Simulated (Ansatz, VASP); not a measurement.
**Al2O3 in VASP and in Ansatz**

POSCAR

```
Al2O3
1.0
    3.1381818458      0.0000000000      0.0000000000
   -1.5690909229      2.7177452001      0.0000000000
    0.0000000000      0.0000000000      7.2716505621
Al O
2 3
Direct
    0.0000000000      0.0000000000      0.2779510000
    0.0000000000      0.0000000000      0.7220490000
    0.3333333333      0.6666666667      0.1994540000
    0.6666666667      0.3333333333      0.8005460000
    0.0000000000      0.0000000000      0.5000000000
```

INCAR.step1

```
SYSTEM = Al2O3
PREC = Accurate
ENCUT = 520
ISMEAR = 0
SIGMA = 0.05
LREAL = .FALSE.
LASPH = .TRUE.
NELM = 60
NBANDS = 20
GGA = PE
ALGO = Normal
EDIFF = 1E-4
LWAVE = .TRUE.
LCHARG = .FALSE.
```

INCAR.step2

```
SYSTEM = Al2O3
PREC = Accurate
ENCUT = 520
EDIFF = 1E-7
ISMEAR = 0
SIGMA = 0.05
LREAL = .FALSE.
LASPH = .TRUE.
NELM = 60
ALGO = Normal
ISIF = 2
LWAVE = .FALSE.
LCHARG = .FALSE.
METAGGA = R2SCAN
LMIXTAU = .TRUE.
NBANDS = 20
ISTART = 1
```

KPOINTS

```
Automatic mesh
0
G
  12 12 4
  0 0 0
```

Input for Ansatz:

```yaml
crystal:
  lattice:
    - [3.1381818458, 0.0, 0.0]
    - [-1.5690909229, 2.7177452001, 0.0]
    - [0.0, 0.0, 7.2716505621]
  atoms:
    - { symbol: Al, position: [0.0, 0.0, 0.277951] }
    - { symbol: Al, position: [0.0, 0.0, 0.722049] }
    - { symbol: O, position: [0.3333333333, 0.6666666667, 0.199454] }
    - { symbol: O, position: [0.6666666667, 0.3333333333, 0.800546] }
    - { symbol: O, position: [0.0, 0.0, 0.5] }
basis:
  ecutwfc: 500
kpoints:
  mp_grid: { grid: [12, 12, 4] }
hamiltonian:
  xc: r2scan
scf:
  occupations: { method: gaussian, width: 0.05 }
output:
  forces: true
  stress: true
  eigenvalues: true
```

Change from the starting cell: strain +0.040 along x and y, -0.040 along z, atoms carried along.

Alike in both runs: task single point; functional r2SCAN; k mesh 12 × 12 × 4; occupations gaussian, width 0.05 eV; no spin polarisation.

|  | VASP | Ansatz |
| --- | --- | --- |
| version | VASP 6.6.1 | Ansatz 0.2.0 |
| potentials or method | VASP PAW PBE potentials, release 64 (Al, O), cutoff 520 eV | scalar-relativistic, plane waves, PAW |
| valence electrons in the cell | 24 | 24 |

Ansatz gave:

* gap on the k mesh at the Fermi level (eV): 3.50
* least direct gap on the mesh (eV): 3.50
* pressure (GPa): -7.4
* traceless stress, the component that is largest in VASP (GPa): 23.40
* rms of the force components (eV/Å): 0.967

**Question.** Which values does VASP return?

**Answer.** gap on the k mesh at the Fermi level (eV): 3.48; least direct gap on the mesh (eV): 3.48; pressure (GPa): -7.4; traceless stress, the component that is largest in VASP (GPa): 24.07; rms of the force components (eV/Å): 1.013.

VASP's potentials were made for PBE, not for r2SCAN. Atom by atom the forces differ by 0.046 eV/Å (rms over components). With one functional, cell and mesh, what is left measures potentials, basis and numerics.
